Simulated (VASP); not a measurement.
# Re: electric field gradients with PBEsol

Crystal: Re.

```
CELL_PARAMETERS angstrom
0.00000 2.01374 2.01374
2.01374 0.00000 2.01374
2.01374 2.01374 0.00000
ATOMIC_POSITIONS crystal
Re 0.00000 0.00000 0.00000
```

This cell differs from its parent crystal: volume scaled by 1.06.

```yaml
Program: VASP 6.6.1
Task: electric field gradients
Functional: PBEsol
Potentials_or_basis: VASP PAW PBE potentials, release 64 (Re)
Cutoff: 520 eV
k_mesh: 14 × 14 × 14
Occupations: fermi-dirac, width 0.05 eV
Spin: no spin polarisation
Dipole_correction: no
Further_INCAR_settings: ALGO = Normal; EDIFF = 1e-08; NBANDS = 10
```

* Pressure: -34.5 GPa

Levels at points of the mesh, in eV from the Fermi level:
```csv
k point,band 1,band 2,band 3,band 4,band 5,band 6,band 7,band 8
"(0.00, 0.00, 0.00)",-9.41,-1.64,-1.64,-1.64,1.08,1.08,13.85,18.90
"(0.50, 0.00, 0.00)",-6.14,-1.81,-1.81,0.10,3.26,3.26,8.52,13.32
"(0.50, 0.50, 0.00)",-5.95,-5.15,2.42,3.20,3.89,3.89,11.20,11.47
```

It took 20 s on 1 thread of Intel(R) Xeon(R) Platinum 8488C (Sapphire Rapids), on a shared host, peak memory 0.15 GiB.

Caveat: without QUAD_EFG the Cq values of the log hold for a quadrupole moment of 1 mb, not for the nuclei; the PAW data sets were made with another functional, which shifts forces and pressure a little; spin-orbit coupling is left out, which moves the levels of the heavy elements.
